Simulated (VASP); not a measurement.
## Ga2O3: single point with PBEsol

Crystal: Ga2O3.

```xyz
10
Lattice="6.1387 -1.5237 0.0036 6.1387 1.5237 0.0036 -1.3804 0.0000 5.6442" Properties=species:S:1:pos:R:3 pbc="T T T"
Ga    3.2437    0.0000    3.8711
Ga    7.6533    0.0000    1.7803
Ga   10.8837    0.0000    1.1614
Ga    0.0133    0.0000    4.4900
O     5.1578    0.0000    4.2033
O     5.7392    0.0000    1.4481
O     9.5471    0.0000    2.4738
O     1.3498    0.0000    3.1776
O     1.8779    0.0000    0.6197
O     9.0191    0.0000    5.0317
```

```
Program             : VASP 6.6.1
Task                : single point
Functional          : PBEsol
Potentials or basis : VASP PAW PBE potentials, release 64 (Ga_d, O)
Cutoff              : 520 eV
k mesh              : 8 × 8 × 4
Occupations         : gaussian, width 0.02 eV
Spin                : no spin polarisation
```

```yaml
Pressure: 0.3 GPa
Largest_force: 0.022 eV/Å
Band_gap_on_the_k_mesh: 2.23 eV, indirect (least direct gap 2.24 eV)
```

Forces in eV/Å, atoms in the order of the input:
```
Ga   0.010  0.000  0.020
Ga  -0.010  0.000 -0.020
Ga   0.003  0.000 -0.002
Ga  -0.003  0.000  0.002
O    0.005  0.000  0.000
O   -0.005  0.000  0.000
O    0.013  0.000 -0.013
O   -0.013  0.000  0.013
O    0.007  0.000 -0.016
O   -0.007  0.000  0.016
```

Stress tensor (GPa, compression positive):
```
0.19 0.00 0.01
0.00 0.36 0.00
0.01 0.00 0.25
```

Levels at points of the mesh, in eV from the valence-band top:
```csv
k point,band 42,band 43,band 44,band 45,band 46,band 47
"(0.00, 0.00, 0.00)",-0.49,-0.29,-0.02,2.23,5.53,6.54
"(0.50, 0.00, 0.00)",-0.72,-0.48,-0.11,5.47,6.34,7.06
"(0.50, 0.50, 0.00)",-0.68,-0.42,-0.15,4.42,4.66,5.63
"(0.00, 0.00, 0.50)",-0.65,-0.51,-0.30,4.61,4.75,6.57
"(0.50, 0.00, 0.50)",-1.06,-0.74,-0.65,6.73,6.77,7.66
"(0.50, 0.50, 0.50)",-0.62,-0.60,-0.01,5.02,5.15,6.07
```

It took 5.3 min on 1 thread of Intel(R) Xeon(R) 6975P-C (Granite Rapids) (shared host), peak memory 0.52 GiB.

Caveat: the PAW data sets were made with another functional, which shifts forces and pressure a little. A hybrid or GW would open this gap; PBEsol tends to underestimate it.
